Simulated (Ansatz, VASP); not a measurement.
AlN in VASP and in Ansatz

```
Al N
1.0
     3.13362    0.00000    0.00000
    -1.56681    2.71379    0.00000
     0.00000    0.00000    5.01399
Al N
2 2
Direct
  0.66667 0.33333 0.50000
  0.33333 0.66667 0.00000
  0.66667 0.33333 0.88000
  0.33333 0.66667 0.38000
```

Alike in both runs: task single point; functional PBE exchange alone; k mesh 10 × 10 × 6; occupations fermi-dirac, width 0.05 eV; no spin polarisation.

|  | VASP | Ansatz |
| --- | --- | --- |
| version | VASP 6.6.1 | Ansatz 0.2.0 |
| potentials or method | VASP PAW PBE potentials, release 64 (Al, N) | Ansatz PAW |
| plane-wave cutoff (eV) | 520 | 420 |
| valence electrons in the cell | 16 | 16 |

|  | VASP | Ansatz | Ansatz less VASP |
| --- | --- | --- | --- |
| gap on the k mesh at the Fermi level (eV) | 4.35 | 4.37 | +0.014 |
| least direct gap on the mesh (eV) | 4.35 | 4.37 | +0.014 |
| pressure (GPa) | 13.7 | 13.4 | -0.29 |
| traceless stress, the component that is largest in VASP (GPa) | 1.55 | 1.52 | -0.037 |
| rms of the force components (eV/Å) | 0.063 | 0.063 | -0.0005 |

VASP's potentials were made for PBE, not for PBE exchange alone. Atom by atom the forces differ by 0.000 eV/Å (rms over components).
